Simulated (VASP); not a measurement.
**MgS: single point with r2SCAN**

MgS:

```xyz
4
Lattice="3.6454 0.0000 0.0000 -1.8227 3.1570 0.0000 0.0000 0.0000 6.1474" Properties=species:S:1:pos:R:3 pbc="T T T"
Mg    0.0000    0.0000    0.0000
Mg    0.0000    0.0000    3.0737
S     0.0000    2.1047    1.5368
S     1.8227    1.0523    4.6105
```

```json
{
  "Program": "VASP 6.6.1",
  "Task": "single point",
  "Functional": "r2SCAN",
  "Potentials or basis": "VASP PAW PBE potentials, release 64 (Mg, S)",
  "Cutoff": "520 eV",
  "k mesh": "12 × 12 × 4",
  "Occupations": "gaussian, width 0.01 eV",
  "Spin": "no spin polarisation",
  "Dipole correction": "no",
  "Further INCAR settings": "ALGO = Normal; EDIFF = 1e-07; NBANDS = 16"
}
```

```json
{
 "Pressure": "-0.5 GPa",
 "Band gap on the k mesh": "4.05 eV, indirect (least direct gap 4.41 eV)"
}
```

Stress tensor (GPa, compression positive):
```
-0.44  0.00  0.00
 0.00 -0.44  0.00
 0.00  0.00 -0.52
```

Levels at points of the mesh, in eV from the valence-band top:
```tsv
k point	band 6	band 7	band 8	band 9	band 10	band 11
(0.00, 0.00, 0.00)	-0.25	0.00	0.00	4.41	5.30	7.38
(0.50, 0.00, 0.00)	-1.71	-1.63	-0.64	4.61	5.02	5.58
(0.00, 0.00, 0.50)	-0.26	-0.26	-0.26	5.55	5.55	8.17
(0.50, 0.00, 0.50)	-1.56	-1.19	-1.19	4.64	4.64	5.85
```

Run time: 2.1 min on 1 thread of Intel(R) Xeon(R) 6975P-C (Granite Rapids), on a shared host, peak memory 0.23 GiB.

Caveat: the PAW data sets were made with another functional, which shifts forces and pressure a little. A k mesh can miss the band edges.
